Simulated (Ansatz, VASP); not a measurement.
**BeTe: VASP beside Ansatz**

Contents of INCAR:

```
PREC     = Accurate       # precision mode
ENCUT    = 520            # plane-wave cutoff, eV
EDIFF    = 1E-7           # SCF threshold, eV
ISMEAR   = -1             # smearing method
SIGMA    = 0.05           # smearing width, eV
LREAL    = F              # projectors in reciprocal space
LASPH    = T              # aspherical terms in the spheres
NELM     = 100            # most SCF steps
ALGO     = Normal         # electronic algorithm
ISIF     = 2              # what is computed and relaxed
LWAVE    = F              # write WAVECAR
LCHARG   = F              # write CHGCAR
GGA      = PS             # functional
IVDW     = 12             # dispersion correction
NBANDS   = 11             # bands
```

The input KPOINTS:

```
Automatic mesh
0
Gamma
  8 8 8
```

File POSCAR:

```
BeTe
1.0
    0.0000000000      2.7134535211      2.7134535211
    2.7134535211      0.0000000000      2.7134535211
    2.7134535211      2.7134535211      0.0000000000
Te Be
1 1
Direct
    0.7500000000      0.7500000000      0.7500000000
    0.0000000000      0.0000000000      0.0000000000
```

The input input.yaml:

```yaml
crystal:
  lattice:
    - [0.0, 2.7134535211, 2.7134535211]
    - [2.7134535211, 0.0, 2.7134535211]
    - [2.7134535211, 2.7134535211, 0.0]
  atoms:
    - { symbol: Te, position: [0.75, 0.75, 0.75] }
    - { symbol: Be, position: [0.0, 0.0, 0.0] }
hamiltonian:
  xc: pbesol
  pseudopotentials: { kind: paw }
  dispersion: d3bj
kpoints:
  mp_grid: { grid: [8, 8, 8] }
scf:
  occupations: { method: fermi_dirac, width: 0.05 }
output:
  forces: true
  stress: true
  eigenvalues: true
```

Alike in both runs: task single point; functional PBEsol; dispersion D3(BJ); k mesh 8 × 8 × 8; occupations fermi-dirac, width 0.05 eV; no spin polarisation.

|  | VASP | Ansatz |
| --- | --- | --- |
| version | VASP 6.6.1 | Ansatz 0.2.0 |
| potentials or method | VASP PAW PBE potentials, release 64 (Te, Be) | Ansatz PAW |
| plane-wave cutoff (eV) | 520 | 420 |
| valence electrons in the cell | 8 | 18 |

|  | VASP | Ansatz | Ansatz less VASP |
| --- | --- | --- | --- |
| gap on the k mesh at the Fermi level (eV) | 1.56 | 1.58 | +0.022 |
| least direct gap on the mesh (eV) | 3.49 | 3.51 | +0.027 |
| pressure (GPa) | 4.7 | 4.4 | -0.36 |

VASP's potentials were made for PBE, not for PBEsol. VASP's potentials hold 8 valence electrons a cell and Ansatz's 18, so a difference there can come from the potentials and not from the codes.

Neither program's run includes spin-orbit coupling.
